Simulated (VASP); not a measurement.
**Si2B: single point with r2SCAN**

The system is Si2B.

```
CELL_PARAMETERS angstrom
4.52817 0.00000 0.00000
0.00000 4.52817 0.00000
0.00000 0.00000 4.52817
ATOMIC_POSITIONS crystal
Si 0.25000 0.25000 0.25000
Si 0.25000 0.75000 0.75000
Si 0.75000 0.75000 0.25000
Si 0.75000 0.25000 0.75000
B 0.00000 0.00000 0.00000
B 0.50000 0.50000 0.50000
```

| Quantity | Value |
| --- | --- |
| Program | VASP 6.6.1 |
| Task | single point |
| Functional | r2SCAN |
| Potentials or basis | VASP PAW PBE potentials, release 64 (Si, B) |
| Cutoff | 520 eV |
| k mesh | 8 × 8 × 8 |
| Occupations | gaussian, width 0.1 eV |
| Spin | no spin polarisation |

The pressure is -0.1 GPa. The band gap on the k mesh is zero (bands 11 and 12 overlap by 2.19 eV).

Levels at points of the mesh, in eV from the Fermi level:
```csv
k point,band 7,band 8,band 9,band 10,band 11,band 12,band 13,band 14,band 15,band 16
"(0.00, 0.00, 0.00)",-3.89,-3.24,-3.24,-3.24,-0.54,2.08,2.08,2.08,3.73,3.73
"(0.50, 0.00, 0.00)",-4.03,-4.03,-2.12,-2.12,1.19,1.19,1.61,1.61,1.84,1.84
"(0.50, 0.50, 0.00)",-3.64,-3.64,-2.13,-2.13,-1.00,-1.00,2.40,2.40,4.14,4.14
"(0.50, 0.50, 0.50)",-6.32,-6.32,0.87,0.87,0.87,3.09,3.09,3.09,4.75,4.75
```

Wall time 3.6 min on 1 thread of Oxide Virtual Turin-like Processor, with other jobs on the host, peak memory 0.2 GiB.

Caveat: the PAW data sets were made with another functional, which shifts forces and pressure a little.
